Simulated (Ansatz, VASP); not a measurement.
**Two plane-wave programs on Tl**

The input INCAR:

```
SYSTEM = Tl
PREC = Accurate
ENCUT = 520
EDIFF = 1E-6
ISMEAR = 1
SIGMA = 0.1
LREAL = .False.
LASPH = .True.
NELM = 100
ALGO = Normal
ISIF = 2
LWAVE = .False.
LCHARG = .False.
GGA = CA
NBANDS = 20
```

File KPOINTS:

```
Automatic mesh
0
Gamma
  11 11 6
  0 0 0
```

POSCAR

```
Tl
1.0
    3.4014029632      0.0000000000      0.0000000000
   -1.7007014816      2.9457013746      0.0000000000
    0.0000000000      0.0000000000      5.4430041633
Tl
2
Direct
    0.3333333333      0.6666666667      0.2500000000
    0.6666666667      0.3333333333      0.7500000000
```

Input for Ansatz:

```yaml
crystal:
  lattice:
    - [3.4014029632, 0.0, 0.0]
    - [-1.7007014816, 2.9457013746, 0.0]
    - [0.0, 0.0, 5.4430041633]
  atoms:
    - { symbol: Tl, position: [0.3333333333, 0.6666666667, 0.25] }
    - { symbol: Tl, position: [0.6666666667, 0.3333333333, 0.75] }
hamiltonian:
  xc: lda
  pseudopotentials:
    kind: paw
    azcp:
      Tl: "pseudopotentials/Tl.paw.azcp"
basis:
  ecutwfc: 420
  fft_grid_basis: typed
kpoints:
  mp_grid: { grid: [11, 11, 6], shift: [0, 0, 0] }
magnetization:
  spin_polarized: false
scf:
  occupations: { method: cold, width: 0.1 }
  lower_state_search: "off"
output:
  stress: true
```

Alike in both runs: task single point; functional LDA; k mesh 11 × 11 × 6; no spin polarisation.

|  | VASP | Ansatz |
| --- | --- | --- |
| version | VASP 6.6.1 | Ansatz 0.2.0 |
| potentials or method | VASP PAW LDA potentials, release 64 (Tl_d), cutoff 520 eV | plane waves (420 eV) with PAW, scalar-relativistic |
| occupations | methfessel-paxton of order 1, width 0.1 eV | cold, width 0.1 eV |
| valence electrons in the cell | 26 | 26 |

Ansatz gave:

* pressure (GPa): 0.0
* traceless stress, the component that is largest in VASP (GPa): 0.36

Task: Which values does VASP return?

Result: Pressure (GPa): 0.0; traceless stress, the component that is largest in VASP (GPa): 0.50.

Ansatz warns that its potentials were made for another functional, while VASP's fit it. LDA's correlation is that of Perdew and Zunger in VASP and of Perdew and Wang (1992) in Ansatz.

Neither program's run includes spin-orbit coupling.
